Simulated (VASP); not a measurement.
Here is a VASP 6.6.1 calculation.

The input INCAR:

```
SYSTEM = SnSe2
ALGO     = Normal         ! electronic algorithm
EDIFF    = 1E-7           ! SCF threshold, eV
ENCUT    = 520            ! plane-wave cutoff, eV
GGA      = PE             ! functional
ISIF     = 2              ! what is computed and relaxed
ISMEAR   = 0              ! smearing method
LASPH    = .True.         ! aspherical terms in the spheres
LCHARG   = .True.         ! write CHGCAR
LELF     = .True.         ! ELF
LREAL    = .False.        ! projectors in reciprocal space
LVHAR    = .True.       
LWAVE    = .False.        ! write WAVECAR
NBANDS   = 20             ! bands
NELM     = 100            ! most SCF steps
PREC     = Accurate       ! precision mode
SIGMA    = 0.01           ! smearing width, eV
```

File KPOINTS:

```
k-points
0
Gamma
  6 6 2
  0 0 0
```

The input POSCAR:

```
SnSe2
1.0
    3.8251493298      0.0000000000      0.0000000000
   -1.9125746649      3.3126764929      0.0000000000
    0.0000000000      0.0000000000      6.2893498550
Sn Se
1 2
Direct
    0.0000000000      0.0000000000      0.0000000000
    0.3333333333      0.6666666667      0.2508637982
    0.6666666667      0.3333333333      0.7491362018
```

Potentials or basis: VASP PAW PBE potentials, release 64 (Sn_d, Se).

Command:

```bash
$ cat potpaw_PBE.64/Sn_d/POTCAR potpaw_PBE.64/Se/POTCAR > POTCAR
$ mpirun -np 1 vasp_std > vasp.out
```

**Question.** What does it give for the pressure?

**Answer.** 2.8 GPa.

**Question.** Estimate the band gap on the k mesh.

**Answer.** 0.77 eV, indirect (least direct gap 1.19 eV).

**Question.** Estimate the largest force.

**Answer.** 0.258 eV/Å.

Forces in eV/Å, atoms in the order of the input:
```
Sn   0.000  0.000  0.000
Se   0.000  0.000  0.258
Se   0.000  0.000 -0.258
```

Caveat: the k points lie up to 0.50 Å⁻¹ apart; the cell differs from its parent crystal (uniaxial z strain +1.0%); spin-orbit coupling is left out, which moves the levels of the heavy elements; this functional lacks dispersion, which binds the layers, so the pressure and a relaxed spacing across them are unreliable. A k mesh can miss the band edges.
